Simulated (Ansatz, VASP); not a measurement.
# SnO in VASP and in Ansatz

```
Sn O
1.0
     2.71259   -2.71259    0.00000
     2.71259    2.71259    0.00000
     0.00000    0.00000    9.52244
Sn O
4 4
Direct
  0.75000 0.25000 0.87163
  0.25000 0.75000 0.12837
  0.75000 0.25000 0.37163
  0.25000 0.75000 0.62837
  0.25000 0.25000 0.25000
  0.75000 0.75000 0.75000
  0.25000 0.25000 0.75000
  0.75000 0.75000 0.25000
```

Alike in both runs: functional PBE; dispersion D3(BJ); k mesh 10 × 10 × 4; occupations gaussian, width 0.1 eV; no spin polarisation.

Ansatz relaxed the structure, and its values are those at the end. VASP's run is a single point on that final structure, the one shown.

|  | VASP | Ansatz |
| --- | --- | --- |
| version | VASP 6.6.1 | Ansatz 0.2.0 |
| potentials or method | VASP PAW PBE potentials, release 64 (Sn_d, O), cutoff 520 eV | scalar-relativistic, plane waves, PAW |
| valence electrons in the cell | 80 | 80 |

|  | VASP | Ansatz | Ansatz less VASP |
| --- | --- | --- | --- |
| pressure (GPa) | 0.3 | 0.0 | -0.27 |
| rms of the force components (eV/Å) | 0.038 | 0.001 | -0.0368 |

Ansatz's warnings: structure snapped to symmetry.
